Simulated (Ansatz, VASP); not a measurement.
SnSe: VASP beside Ansatz

File INCAR:

```
ALGO = Normal
EDIFF = 1E-7
ENCUT = 520
GGA = PE
ISIF = 2
ISMEAR = -1
LASPH = T
LCHARG = F
LREAL = F
LWAVE = F
NBANDS = 17
NELM = 100
PREC = Accurate
SIGMA = 0.02
```

KPOINTS

```
k-points
0
Gamma
  6 6 6
```

The input POSCAR:

```
SnSe
1.0
    0.0000000000      3.3915689676      3.3915689676
    3.3915689676      0.0000000000      3.3915689676
    3.3915689676      3.3915689676      0.0000000000
Sn Se
1 1
Direct
    0.0000000000      0.0000000000      0.0000000000
    0.2500000000      0.2500000000      0.2500000000
```

Input for Ansatz:

```yaml
crystal:
  lattice:
    - [0.0, 3.3915689676, 3.3915689676]
    - [3.3915689676, 0.0, 3.3915689676]
    - [3.3915689676, 3.3915689676, 0.0]
  atoms:
    - { symbol: Sn, position: [0.0, 0.0, 0.0] }
    - { symbol: Se, position: [0.25, 0.25, 0.25] }
kpoints:
  mp_grid: { grid: [6, 6, 6] }
  band_path:
    path:
      - [0.0, 0.0, 0.0]
      - [-0.5, -0.5, 0.0]
      - [-0.375, -0.375, 0.25]
      - [-0.375, 0.0, 0.375]
      - [0.0, 0.0, 0.5]
      - [-0.5, -0.25, 0.25]
      - [0.25, -0.5, -0.25]
      - [0.0, 0.5, 0.5]
    npoints: 1
hamiltonian:
  xc: pbe
scf:
  occupations: { method: fermi_dirac, width: 0.02 }
  n_extra_bands: 4
output:
  forces: true
  stress: true
  eigenvalues: true
  write_density: true
  write_potential: true
  elf: true
  volumetric_format: npy
```

Change from the starting cell: hydrostatic strain +0.8%.

Alike in both runs: task single point; functional PBE; k mesh 6 × 6 × 6; occupations fermi-dirac, width 0.02 eV; no spin polarisation.

```csv
,VASP,Ansatz
version,VASP 6.6.1,Ansatz 0.2.0
potentials or method,"VASP PAW PBE potentials, release 64 (Sn_d, Se)","plane waves, PAW"
plane-wave cutoff (eV),520,420
valence electrons in the cell,20,30
```

|  | VASP | Ansatz | Ansatz less VASP |
| --- | --- | --- | --- |
| pressure (GPa) | 0.0 | 0.0 | 0.00 |

The functional is the same, so the differences come from potentials, cutoffs and numerics. VASP's potentials hold 20 valence electrons a cell and Ansatz's 30, so a difference there can come from the potentials and not from the codes.
